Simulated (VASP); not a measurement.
A run of VASP 6.6.1 is set up as follows.

Contents of INCAR:

```
SYSTEM = P
ALGO = Normal
EDIFF = 1E-7
EDIFFG = -0.01
ENCUT = 600
GGA = PE
IBRION = 2
ISIF = 3
ISMEAR = -1
LASPH = .True.
LCHARG = .False.
LREAL = .False.
LWAVE = .False.
NELM = 60
NSW = 80
PREC = Accurate
SIGMA = 0.1
```

File KPOINTS:

```
k-points
0
Gamma
  12 12 12
  0 0 0
```

The input POSCAR:

```
P
1.0
    2.5427581381      0.0000000000      0.0000000000
    0.0000000000      2.5427581381      0.0000000000
    0.0000000000      0.0000000000      2.5427581381
P
1
Direct
    0.0000000000      0.0000000000      0.0000000000
```

Potentials or basis: VASP PAW PBE potentials, release 64 (P).

The run is started by

```console
$ cat potpaw_PBE.64/P/POTCAR > POTCAR
$ mpirun -np 1 vasp_std > vasp.out
```

(1) Estimate the relaxed volume.

(2) Estimate the relaxed cell.

(3) What does it give for the space group after relaxing (to 0.05 Å)?

Results:

(1) 14.54 Å³/atom.

(2) a = 2.441 Å, b = 2.441 Å, c = 2.441 Å, α = 90.00°, β = 90.00°, γ = 90.00°.

(3) Pm-3m (No. 221).
